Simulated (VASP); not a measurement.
Write the native input for VASP 6.6.1 that does the following.

| Property | Result |
| --- | --- |
| Task | single point |
| Functional | PBE |
| Potentials or basis | VASP PAW PBE potentials, release 64 (Cu, Ni) |
| Cutoff | 520 eV |
| k mesh | 6 × 6 × 6 |
| Occupations | gaussian, width 0.1 eV |
| Spin | no spin polarisation |
| Dipole correction | no |
| Further INCAR settings | ALGO = Normal; EDIFF = 1e-07; NBANDS = 40 |

The structure of CuNi2 lies in POSCAR:

```
CuNi2
1.0
    0.0000000000      3.2771424995      3.2771424995
    3.2771424995      0.0000000000      3.2771424995
    3.2771424995      3.2771424995      0.0000000000
Cu Ni
2 4
Direct
    0.0000000000      0.0000000000      0.0000000000
    0.2500000000      0.2500000000      0.2500000000
    0.6250000000      0.6250000000      0.6250000000
    0.1250000000      0.6250000000      0.6250000000
    0.6250000000      0.6250000000      0.1250000000
    0.6250000000      0.1250000000      0.6250000000
```

The input as run:

INCAR

```
SYSTEM = CuNi2
  PREC = Accurate
  ENCUT = 520
  EDIFF = 1E-7
  ISMEAR = 0
  SIGMA = 0.1
  LREAL = .False.
  LASPH = .True.
  NELM = 80
  ALGO = Normal
  ISIF = 2
  LWAVE = .False.
  LCHARG = .False.
  GGA = PE
  NBANDS = 40
```

KPOINTS

```
Automatic mesh
0
Gamma
  6 6 6
  0 0 0
```

Potentials or basis: VASP PAW PBE potentials, release 64 (Cu, Ni).

The run is started by

```sh
$ cat potpaw_PBE.64/Cu/POTCAR potpaw_PBE.64/Ni/POTCAR > POTCAR
$ mpirun -np 1 vasp_std > vasp.out
```

Results of the run:

| Item | Value |
| --- | --- |
| Pressure | 0.1 GPa |
| Band gap on the k mesh | zero (bands 31 and 32 overlap by 0.87 eV) |

It took 33 s on 1 thread of AMD EPYC 9R45 96-Core Processor (Zen 5) (shared host), peak memory 0.19 GiB.
